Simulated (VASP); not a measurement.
# Mn3P2 (P-3m1) in VASP: a series of runs

The runs below take Mn3P2 through single point, with PBE.

Program: VASP 6.6.1. These are calculated values, not measurements. Logs are shortened: lines on timing, memory, paths and dates and some standing lists are left out, and cuts for length are marked.

## 1. The cell of the first run

The structure is trigonal, space group P-3m1 (No. 164). Conventional cell: a = 3.675 Å, b = 3.675 Å, c = 5.512 Å, α = 90.00°, β = 90.00°, γ = 120.00°. Mn (site symmetry 3m) has 4 P at 2.22 to 2.29 Å and 6 Mn at 2.68 to 2.87 Å within 2.9 Å. Within 3.3 Å of Mn (site symmetry -3m) lie 6 P at 2.48 Å and 6 Mn at 2.87 Å. Within 2.9 Å of P (site symmetry 3m) lie 7 Mn at 2.22 to 2.48 Å.

The cell was generated, and may not be a known phase.

## 2. Single point, PBE, collinear spin, ferrimagnetic start

The input, INCAR:

```
SYSTEM = Mn3P2
PREC = Accurate
ENCUT = 520
EDIFF = 1E-6
ISMEAR = 0
SIGMA = 0.1
LREAL = .False.
LASPH = .True.
NELM = 150
ALGO = Normal
ISIF = 2
LWAVE = .False.
LCHARG = .False.
ISPIN = 2
MAGMOM = -4 -4 4 0 0
LORBIT = 11
LMAXMIX = 4
GGA = PE
NBANDS = 36
```

The input, KPOINTS:

```
Automatic mesh
0
Gamma
  6 6 4
  0 0 0
```

The input, POSCAR:

```
Mn3P2
1.0
    3.6747826624      0.0000000000      0.0000000000
   -1.8373913312      3.1824551390      0.0000000000
    0.0000000000      0.0000000000      5.5118258115
Mn P
3 2
Direct
    0.3333333333      0.6666666667      0.6487029217
    0.6666666667      0.3333333333      0.3512970783
    0.0000000000      0.0000000000      0.0000000000
    0.3333333333      0.6666666667      0.2332666088
    0.6666666667      0.3333333333      0.7667333912
```

Potentials or basis: VASP PAW PBE potentials, release 64 (Mn_pv, P).

Run with:

```
> cat potpaw_PBE.64/Mn_pv/POTCAR potpaw_PBE.64/P/POTCAR > POTCAR
> mpirun -np 1 vasp_std > vasp.out
```

OUTCAR:

```text
SYSTEM = Mn3P2
   PREC = Accurate
   ENCUT = 520
   EDIFF = 1E-6
   ISMEAR = 0
   LREAL = .False.
   LASPH = .True.
   NELM = 150
   ISIF = 2
   ISPIN = 2
   LORBIT = 11
   GGA = PE

 ion  position               nearest neighbor table
   1  0.333  0.667  0.649-   5 2.22   5 2.22   5 2.22   4 2.29   2 2.68   2 2.68   2 2.68   3 2.87
                             3 2.87   3 2.87
   2  0.667  0.333  0.351-   4 2.22   4 2.22   4 2.22   5 2.29   1 2.68   1 2.68   1 2.68   3 2.87
                             3 2.87   3 2.87
   3  0.000  0.000  0.000-   4 2.48   5 2.48   4 2.48   5 2.48   5 2.48   4 2.48   1 2.87   2 2.87
                             1 2.87   2 2.87   1 2.87   2 2.87
   4  0.333  0.667  0.233-   2 2.22   2 2.22   2 2.22   1 2.29   3 2.48   3 2.48   3 2.48
   5  0.667  0.333  0.767-   1 2.22   1 2.22   1 2.22   2 2.29   3 2.48   3 2.48   3 2.48

  LATTYP: Found a hexagonal cell.
 ALAT       =     3.6747826624
 C/A-ratio  =     1.4999052510

  Lattice vectors:

 A1 = (   3.6747826624,   0.0000000000,   0.0000000000)
 A2 = (  -1.8373913312,   3.1824551390,   0.0000000000)
 A3 = (   0.0000000000,   0.0000000000,   5.5118258115)

Analysis of symmetry for initial positions (statically):
=====================================================================
 Subroutine PRICEL returns:
 Original cell was already a primitive cell.

 Routine SETGRP: Setting up the symmetry group for a
 hexagonal supercell.

 Subroutine GETGRP returns: Found 12 space group operations
 (whereof 12 operations were pure point group operations)
 out of a pool of 24 trial point group operations.

The static configuration has the point symmetry D_3d.

Analysis of symmetry for dynamics (positions and initial velocities):
=====================================================================
 Subroutine PRICEL returns:
 Original cell was already a primitive cell.

 Routine SETGRP: Setting up the symmetry group for a
 hexagonal supercell.

 Subroutine GETGRP returns: Found 12 space group operations
 (whereof 12 operations were pure point group operations)
 out of a pool of 24 trial point group operations.

The dynamic configuration has the point symmetry D_3d.

Analysis of structural, dynamic, and magnetic symmetry:
=====================================================================
 Subroutine PRICEL returns:
 Original cell was already a primitive cell.

 Routine SETGRP: Setting up the symmetry group for a
 hexagonal supercell.

 Subroutine GETGRP returns: Found 12 space group operations
 (whereof 12 operations were pure point group operations)
 out of a pool of 24 trial point group operations.

The overall configuration has the point symmetry D_3d.

 Subroutine INISYM returns: Found 12 space group operations
 (whereof 12 operations are pure point group operations),
 and found     1 'primitive' translations

----------------------------------------------------------------------------------------

                                     Primitive cell

  volume of cell :      64.4599

  direct lattice vectors                    reciprocal lattice vectors
     3.674782662  0.000000000  0.000000000     0.272124937  0.157111406  0.000000000
    -1.837391331  3.182455139  0.000000000     0.000000000  0.314222811  0.000000000
     0.000000000  0.000000000  5.511825811     0.000000000  0.000000000  0.181428085

  length of vectors
     3.674782662  3.674782662  5.511825811     0.314222811  0.314222811  0.181428085

  position of ions in fractional coordinates (direct lattice)
     0.333333333  0.666666667  0.648702922
     0.666666667  0.333333333  0.351297078
     0.000000000  0.000000000  0.000000000
     0.333333333  0.666666667  0.233266609
     0.666666667  0.333333333  0.766733391

  ion indices of the primitive-cell ions
   primitive index   ion index
                 1           1
                 2           2
                 3           3
                 4           4
                 5           5

----------------------------------------------------------------------------------------

 KPOINTS: Automatic mesh

Automatic generation of k-mesh.
 Grid dimensions read from file:
 generate k-points for:    6    6    4

 Generating k-lattice:

  Cartesian coordinates                     Fractional coordinates (reciprocal lattice)
     0.045354156  0.026185234  0.000000000     0.166666667  0.000000000  0.000000000
     0.000000000  0.052370469  0.000000000     0.000000000  0.166666667  0.000000000
     0.000000000  0.000000000  0.045357021     0.000000000  0.000000000  0.250000000

  Length of vectors
     0.052370469  0.052370469  0.045357021

  Shift w.r.t. Gamma in fractional coordinates (k-lattice)
     0.000000000  0.000000000  0.000000000

 Subroutine IBZKPT returns following result:
 ===========================================

 Found     24 irreducible k-points:

 Following reciprocal coordinates:
            Coordinates               Weight
  0.000000  0.000000  0.000000      1.000000
  0.166667 -0.000000  0.000000      6.000000
  0.333333 -0.000000  0.000000      6.000000
  0.500000 -0.000000  0.000000      3.000000
  0.166667  0.166667  0.000000      6.000000
  0.333333  0.166667  0.000000     12.000000
[... 16 lines left out ...]
  0.333333  0.166667  0.500000     12.000000
  0.333333  0.333333  0.500000      2.000000
   k-points           NKPTS =     24   k-points in BZ     NKDIM =     24   number of bands    NBANDS=     36
   number of dos      NEDOS =    301   number of ions     NIONS =      5
   total plane-waves  NPLWV =  32928
   dimension x,y,z NGX =    28 NGY =   28 NGZ =   42
   dimension x,y,z NGXF=    56 NGYF=   56 NGZF=   84
   ions per type =               3   2
   NGX,Y,Z   is equivalent  to a cutoff of  12.67, 12.67, 12.67 a.u.
   NGXF,Y,Z  is equivalent  to a cutoff of  25.33, 25.33, 25.34 a.u.
 SYSTEM =  Mn3P2
   PREC   = accura    normal or accurate (medium, high low for compatibility)
   ISTART =      0    job   : 0-new  1-cont  2-samecut
   ICHARG =      2    charge: 1-file 2-atom 10-const
   ISPIN  =      2    spin polarized calculation?
   LNONCOLLINEAR =      F non collinear calculations
   LSORBIT =      F    spin-orbit coupling
   LASPH  =      T    aspherical Exc in radial PAW
   ENCUT  =  520.0 eV  38.22 Ry    6.18 a.u.   6.83  6.83 10.25*2*pi/ulx,y,z
   NELM   =    150;   NELMIN=  2; NELMDL= -5     # of ELM steps
   EDIFF  = 0.1E-05   stopping-criterion for ELM
   LREAL  =      F    real-space projection
   EDIFFG = 0.1E-04   stopping-criterion for IOM
   NSW    =      0    number of steps for IOM
   IBRION =     -1    ionic relax: 0-MD 1-quasi-New 2-CG
   NFREE  =      0    steps in history (QN), initial steepest desc. (CG)
   ISIF   =      2    stress and relaxation
   ISYM   =      2    0-nonsym 1-usesym 2-fastsym
   POTIM  = 0.5000    time-step for ionic-motion
   TEBEG  =    0.0;   TEEND  =   0.0 temperature during run
   PSTRESS=    0.0 pullay stress
   NELECT =      49.0000    total number of electrons
   NUPDOWN=      -1.0000    fix difference up-down
   EMIN   =  10.00;   EMAX   =-10.00  energy-range for DOS
   EFERMI =   0.00;   METHOD = LEGACY
   ISMEAR =     0;   SIGMA  =   0.10  broadening in eV -4-tet -1-fermi 0-gaus
   EFERMI_NEDOS =   21; number of points for ismear=-14 and -15
   IALGO  =     38    algorithm
   IMIX   =      4    mixing-type and parameters
     AMIX     =   0.40;   BMIX     =  1.00
     AMIX_MAG =   1.60;   BMIX_MAG =  1.00
  volume/ion in A,a.u.               =      12.89        87.00
  Fermi-wavevector in a.u.,A,eV,Ry     =   1.494091  2.823423 30.372393  2.232308
  Thomas-Fermi vector in A             =   2.606408
   LORBIT       =     11    0 simple, 1 ext, 2 COOP (PROOUT), +10 PAW based schemes
   GGA     = PE    functional components
   LHFCALC =     F    Hartree Fock is set to
   AEXX    =    0.0000 exact exchange contribution
   IVDW    =     0    specifies the selected vdW correction
   LEPSILON=     F    determine dielectric tensor
   LRPA    =     F    only Hartree local field effects (RPA)
 spin polarized calculation
 Gauss-broadening in eV      SIGMA  =   0.10
  energy-cutoff  :      520.00
  volume of cell :       64.46
 maximum number of plane-waves:      1752
 NGX is ok and might be reduce to    28
   NGX = 13   NGY = 13   NGZ = 21

 number of electron      49.0000019 magnetization      -0.7960127

 Free energy of the ion-electron system (eV)
  ---------------------------------------------------
  ext. energy  EPLUGINS =         0.00000000
  ---------------------------------------------------
  free energy    TOTEN  =       -39.66123055 eV

  energy without entropy =      -39.64156161  energy(sigma->0) =      -39.65139608

 E-fermi :   9.5505     XC(G=0): -12.3259

 val. band max:        9.5341056816   @ k =   0.1667   0.1667   0.2500
 cond. band min:       9.5712405231   @ k =   0.1667   0.1667   0.0000
 fundamental gap:      0.0371348415
 Fermi energy:         9.5504655674

 spin component 1

 k-point     1 :       0.0000    0.0000    0.0000
  band No.  band energies     occupation
      1     -40.0513      1.00000
      2     -39.7577      1.00000
      3     -39.7577      1.00000
      4     -37.4958      1.00000
      5     -37.4276      1.00000
      6     -37.4276      1.00000
[... 28 lines left out ...]
     35      16.4042      0.00000
     36      16.4042      0.00000

 k-point     2 :       0.1667   -0.0000    0.0000
  band No.  band energies     occupation
      1     -40.0510      1.00000
      2     -39.7598      1.00000
      3     -39.7582      1.00000
      4     -37.4956      1.00000
      5     -37.4477      1.00000
      6     -37.4308      1.00000
[... 28 lines left out ...]
     35      16.5395      0.00000
     36      17.5328      0.00000
[... 817 lines left out ...]
     35      16.9384      0.00000
     36      17.4399      0.00000

 k-point    24 :       0.3333    0.3333    0.5000
  band No.  band energies     occupation
      1     -40.0501      1.00000
      2     -39.7638      1.00000
      3     -39.7638      1.00000
      4     -37.4886      1.00000
      5     -37.4886      1.00000
      6     -37.4482      1.00000
[... 28 lines left out ...]
     35      16.4041      0.00000
     36      17.5976      0.00000
 Fermi energy:         9.5504655674

 spin component 2

 k-point     1 :       0.0000    0.0000    0.0000
  band No.  band energies     occupation
      1     -39.1869      1.00000
      2     -39.1869      1.00000
      3     -39.1608      1.00000
      4     -39.1170      1.00000
      5     -39.1170      1.00000
      6     -39.0768      1.00000
[... 28 lines left out ...]
     35      16.1257      0.00000
     36      16.1257      0.00000

 k-point     2 :       0.1667   -0.0000    0.0000
  band No.  band energies     occupation
      1     -39.1931      1.00000
      2     -39.1901      1.00000
      3     -39.1698      1.00000
      4     -39.1151      1.00000
      5     -39.1082      1.00000
      6     -39.0748      1.00000
[... 28 lines left out ...]
     35      16.5525      0.00000
     36      17.3989      0.00000
[... 817 lines left out ...]
     35      16.7605      0.00000
     36      17.2895      0.00000

 k-point    24 :       0.3333    0.3333    0.5000
  band No.  band energies     occupation
      1     -39.2071      1.00000
      2     -39.1985      1.00000
      3     -39.1985      1.00000
      4     -39.1091      1.00000
      5     -39.0786      1.00000
      6     -39.0786      1.00000
[... 28 lines left out ...]
     35      16.7210      0.00000
     36      17.2431      0.00000

------------------------ aborting loop because EDIFF is reached ----------------------------------------

  FORCE on cell =-STRESS in cart. coord.  units (eV):
  Direction    XX          YY          ZZ          XY          YZ          ZX
  --------------------------------------------------------------------------------------
  -------------------------------------------------------------------------------------
  Total        0.1398538      0.1398538      0.0681034     -0.0000000      0.0000000     -0.0000000
  in kB        3.4761248      3.4761248      1.6927394     -0.0000000      0.0000000     -0.0000000
  external PRESSURE =       2.8816630 kB  Pullay stress =       0.0000000 kB

 VOLUME and BASIS-vectors are now :
 -----------------------------------------------------------------------------
  energy-cutoff  :      520.00
  volume of cell :       64.46
      direct lattice vectors                 reciprocal lattice vectors
     3.674782662  0.000000000  0.000000000     0.272124937  0.157111406  0.000000000
    -1.837391331  3.182455139  0.000000000     0.000000000  0.314222811  0.000000000
     0.000000000  0.000000000  5.511825811     0.000000000  0.000000000  0.181428085

 POSITION                                       TOTAL-FORCE (eV/Angst)
 -----------------------------------------------------------------------------------
     -0.00000      2.12164      3.57554        -0.000000     -0.000000      0.006538
      1.83739      1.06082      1.93629         0.000000      0.000000     -0.006538
      0.00000      0.00000      0.00000        -0.000000      0.000000      0.000000
     -0.00000      2.12164      1.28572        -0.000000      0.000000     -0.000482
      1.83739      1.06082      4.22610         0.000000     -0.000000      0.000482
 -----------------------------------------------------------------------------------
    total drift:                                0.000000      0.000000     -0.000000

  FREE ENERGIE OF THE ION-ELECTRON SYSTEM (eV)
  ---------------------------------------------------
  free  energy   TOTEN  =       -39.6612305550 eV

  energy  without entropy=      -39.6415616089  energy(sigma->0) =      -39.65139608

 total charge

# of ion       s       p       d       tot
------------------------------------------
    1        0.338   6.349   5.301  11.988
    2        0.338   6.349   5.301  11.988
    3        0.269   6.263   5.152  11.683
    4        1.012   1.524   0.000   2.536
    5        1.012   1.524   0.000   2.536
--------------------------------------------------
tot          2.968  22.009  15.754  40.731

 magnetization (x)

# of ion       s       p       d       tot
------------------------------------------
    1       -0.011  -0.025  -1.616  -1.652
    2       -0.011  -0.025  -1.616  -1.652
    3        0.025   0.024   2.493   2.543
    4        0.003   0.036   0.000   0.039
    5        0.003   0.036   0.000   0.039
--------------------------------------------------
tot          0.010   0.047  -0.740  -0.683
```

It took 66 s on 1 thread of Intel Xeon 6975P-C (Granite Rapids), shared host; peak memory 0.24 GiB.

What came out:

- Free energy: -39.6612 eV
- Pressure: 0.3 GPa
- Largest force: 0.007 eV/Å
- Net moment: -0.80 μB per cell
- Site moments: Mn -1.65, +2.54 (each value once); P +0.04 μB
- Valence electrons inside the program's atomic spheres: Mn 11.99, 11.68 (each value once); P 2.54

Forces on the atoms (eV/Å):
```
Mn   0.000  0.000  0.007
Mn   0.000  0.000 -0.007
Mn   0.000  0.000  0.000
P    0.000  0.000  0.000
P    0.000  0.000  0.000
```

## 3. Single point, PBE, collinear spin, ferrimagnetic start

This run uses another cell than the first one, of 18.67 Å³/atom.

The input, INCAR:

```
  ALGO = Normal
  EDIFF = 1E-6
  ENCUT = 520
  GGA = PE
  ISIF = 2
  ISMEAR = 0
  ISPIN = 2
  LASPH = T
  LCHARG = F
  LMAXMIX = 4
  LORBIT = 11
  LREAL = F
  LWAVE = F
  MAGMOM = -4 -4 4 0 0
  NBANDS = 36
  NELM = 150
  PREC = Accurate
  SIGMA = 0.1
```

The input, KPOINTS:

```
k-points
0
Gamma
  6 6 4
```

The input, POSCAR:

```
Mn3P2
1.0
    4.0853977600      0.0000000000      0.0000000000
   -2.0426988800      3.5380582500      0.0000000000
    0.0000000000      0.0000000000      6.4588862500
Mn P
3 2
Direct
    0.3333333300      0.6666666700      0.6300000000
    0.6666666700      0.3333333300      0.3700000000
    0.0000000000      0.0000000000      0.0000000000
    0.3333333300      0.6666666700      0.2350000000
    0.6666666700      0.3333333300      0.7650000000
```

Potentials or basis: VASP PAW PBE potentials, release 64 (Mn_pv, P).

Run with:

```
> cat potpaw_PBE.64/Mn_pv/POTCAR potpaw_PBE.64/P/POTCAR > POTCAR
> mpirun -np 1 vasp_std > vasp.out
```

Wall time 86 s (1 thread of Intel Xeon 6975P-C (Granite Rapids), shared host); peak memory 0.29 GiB.

The run converged. Its results:

| Item | Value |
| --- | --- |
| Free energy | -37.7031 eV |
| Pressure | -11.6 GPa |
| Largest force | 0.595 eV/Å |
| Net moment | -3.80 μB per cell |
| Site moments | Mn -3.72, +3.92 (each value once); P +0.04 μB |
| Valence electrons inside the program's atomic spheres | Mn 11.45, 11.28 (each value once); P 2.46 |

Forces in eV/Å, atoms in the order of the input:
```
Mn   0.000  0.000  0.595
Mn   0.000  0.000 -0.595
Mn   0.000  0.000  0.000
P    0.000  0.000  0.403
P    0.000  0.000 -0.403
```

Levels at points of the mesh, in eV from the Fermi level:
Spin up:
```tsv
k point	band 18	band 19	band 20	band 21	band 22	band 23	band 24	band 25	band 26	band 27
(0.00, 0.00, 0.00)	-2.27	-2.27	-1.87	-1.22	-1.22	0.39	0.39	1.36	1.36	1.40
(0.50, 0.00, 0.00)	-2.53	-2.43	-2.33	-1.35	-1.01	0.04	0.19	0.62	1.01	1.14
(0.00, 0.00, 0.50)	-2.42	-2.06	-2.06	-1.41	-1.41	0.33	0.33	1.33	1.57	1.57
(0.50, 0.00, 0.50)	-2.63	-2.44	-2.35	-0.97	-0.46	-0.19	0.27	0.53	0.55	1.36
```
Spin down:
```csv
k point,band 24,band 25,band 26,band 27,band 28,band 29,band 30,band 31
"(0.00, 0.00, 0.00)",-0.52,0.90,0.90,0.95,0.99,1.11,1.11,2.01
"(0.50, 0.00, 0.00)",-1.59,-1.59,-1.14,-0.32,1.09,1.38,1.41,1.85
"(0.00, 0.00, 0.50)",-0.51,-0.33,0.71,0.71,1.02,1.02,1.28,2.60
"(0.50, 0.00, 0.50)",-1.65,-1.53,0.04,0.19,0.84,1.29,1.39,1.81
```

Caveat: the cell stands under tension.
